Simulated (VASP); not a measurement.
The system is AlP.

```
Al P
1.0
     0.00000    2.76665    2.76665
     2.76665    0.00000    2.76665
     2.76665    2.76665    0.00000
Al P
1 1
Cartesian
  0.0000 0.0000 0.0000
  1.3833 1.3833 1.3833
```

This cell differs from its parent crystal: strain +1.0%.

Base run:

```yaml
Program: VASP 6.6.1
Functional: r2SCAN
Potentials_or_basis: VASP PAW PBE potentials, release 64 (Al, P)
Cutoff: 550 eV
k_mesh: 8 × 8 × 8
Occupations: gaussian, width 0.01 eV
Spin: no spin polarisation
```

Its results: band gap on the k mesh 1.98 eV, indirect (least direct gap 3.64 eV); pressure -2.8 GPa.

Task: The run is repeated on the same cell with these changes: functional from r2SCAN to PBE; cutoff from 550 eV to 500 eV; k mesh from 8 × 8 × 8 to 4 × 4 × 4. What comes out?

Result: Band gap on the k mesh 1.63 eV, indirect (least direct gap 2.96 eV); pressure -0.9 GPa.

Several settings changed at once, so the effect can't be laid on one alone.

Caveats: some runs use coarse meshes; the PAW data sets were made with another functional, which shifts forces and pressure a little (some runs).

A k mesh can miss the band edges.
